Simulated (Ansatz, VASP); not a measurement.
## One calculation of P2C2O, two programs

```xyz
5
Lattice="-1.8378 1.8378 3.1078 1.8378 -1.8378 3.1078 1.8378 1.8378 -3.1078" Properties=species:S:1:pos:R:3 pbc="T T T"
P     0.0000    1.8378    1.5539
P     1.8378    0.0000    1.5539
C     0.0000    0.0000    2.3602
C     0.0000    0.0000    3.8555
O     0.0000    0.0000    0.0000
```

Change from the starting cell: species swapped into the YSi2Ir2 type (I4/mmm, No. 139).

Alike in both runs: functional PBE; dispersion D3(BJ); k mesh 6 × 6 × 6; occupations gaussian, width 0.1 eV; collinear spin.

Ansatz relaxed the structure, and its values are those at the end. VASP's run is a single point on that final structure, the one shown.

|  | VASP | Ansatz |
| --- | --- | --- |
| version | VASP 6.6.1 | Ansatz 0.2.0 |
| potentials or method | VASP PAW PBE potentials, release 64 (P, C, O), cutoff 520 eV | scalar-relativistic, plane waves, PAW |
| valence electrons in the cell | 24 | 24 |

|  | VASP | Ansatz | Ansatz less VASP |
| --- | --- | --- | --- |
| gap on the k mesh at the Fermi level (eV) | none | none | - |
| pressure (GPa) | -0.2 | 0.1 | +0.29 |
| rms of the force components (eV/Å) | 0.019 | 0.001 | -0.0174 |
| net moment per atom (μB) | 0.00 | 0.00 | 0.000 |

A gap of «none» marks a metal or a gap that the smearing closes. Ansatz's warnings: seeded moment not kept.

The k mesh is coarse, so the values compare programs but aren't converged.
